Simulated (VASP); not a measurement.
GaAsSe3: single point with PBE

The system is GaAsSe3.

```
Ga As Se
1.0
     5.12124    0.00000    0.00000
     0.00000    5.12124    0.00000
     0.00000    0.00000    5.12124
Ga As Se
1 1 3
Cartesian
  0.0000 0.0000 0.0000
  2.5606 2.5606 2.5606
  0.0000 2.5606 2.5606
  2.5606 2.5606 0.0000
  2.5606 0.0000 2.5606
```

| Property | Result |
| --- | --- |
| Program | VASP 6.6.1 |
| Task | single point |
| Functional | PBE |
| Potentials or basis | VASP PAW PBE potentials, release 64 (Ga_d, As, Se) |
| Cutoff | 520 eV |
| k mesh | 4 × 4 × 4 |
| Occupations | gaussian, width 0.1 eV |
| Spin | no spin polarisation |

The pressure is 0.2 GPa. The band gap on the k mesh is zero (band 18 reaches 2.97 eV, above the bottom of band 19 at 1.72 eV).

Levels at points of the mesh, in eV from the Fermi level:
```
           k point  band 16  band 17  band 18  band 19  band 20  band 21
(0.00, 0.00, 0.00)    -0.77    -0.53    -0.53    -0.53     4.59     4.59
(0.50, 0.00, 0.00)    -0.97    -0.47    -0.47    -0.14     1.89     2.54
(0.50, 0.50, 0.00)    -1.31    -0.98     0.71     0.71     0.71     0.88
(0.50, 0.50, 0.50)     0.29     0.29     0.29     0.74     0.74     0.74
```

Wall time 17 s on 1 thread of Intel(R) Xeon(R) 6975P-C (Granite Rapids), on a shared host, peak memory 0.25 GiB.
